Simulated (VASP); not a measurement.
Set up this calculation in VASP 6.6.1, as the native input.

| Property | Result |
| --- | --- |
| Task | single point |
| Functional | LDA |
| Potentials or basis | VASP PAW LDA potentials, release 64 (Na_pv, Ag) |
| Cutoff | 520 eV |
| k mesh | 4 × 4 × 4 |
| Occupations | fermi-dirac, width 0.01 eV |
| Spin | no spin polarisation |
| Dipole correction | no |
| Further INCAR settings | ALGO = Normal; EDIFF = 1e-07; NBANDS = 28 |

The structure of NaAg3 lies in POSCAR:

```
NaAg3
1.0
    4.2441940000      0.0000000000      0.0000000000
    0.0000000000      4.2441940000      0.0000000000
    0.0000000000      0.0000000000      4.2441940000
Na Ag
1 3
Direct
    0.0000000000      0.0000000000      0.0000000000
    0.0000000000      0.5000000000      0.5600000000
    0.5000000000      0.0000000000      0.5000000000
    0.5000000000      0.5000000000      0.0000000000
```

The input as run:

INCAR

```
PREC     = Accurate       # precision mode
ENCUT    = 520            # plane-wave cutoff, eV
EDIFF    = 1E-7           # SCF threshold, eV
ISMEAR   = -1             # smearing method
SIGMA    = 0.01           # smearing width, eV
LREAL    = F              # projectors in reciprocal space
LASPH    = T              # aspherical terms in the spheres
NELM     = 80             # most SCF steps
ALGO     = Normal         # electronic algorithm
ISIF     = 2              # what is computed and relaxed
LWAVE    = F              # write WAVECAR
LCHARG   = F              # write CHGCAR
GGA      = CA             # functional
NBANDS   = 28             # bands
```

KPOINTS

```
regular mesh
0
Gamma
  4 4 4
```

Potentials or basis: VASP PAW LDA potentials, release 64 (Na_pv, Ag).

Launch:

```console
$ cat potpaw_LDA.64/Na_pv/POTCAR potpaw_LDA.64/Ag/POTCAR > POTCAR
$ mpirun -np 1 vasp_std > vasp.out
```

Results of the run:

The pressure is -6.6 GPa and the largest force is 0.686 eV/Å. The band gap on the k mesh is zero (bands 20 and 21 overlap by 2.58 eV).

Caveat: the k points lie up to 0.37 Å⁻¹ apart, too coarse for converged energies and pressures of a metal.

It took 45 s on 1 thread of Intel(R) Xeon(R) Platinum 8375C CPU @ 2.90GHz (Ice Lake), with other jobs on the host, peak memory 0.18 GiB.
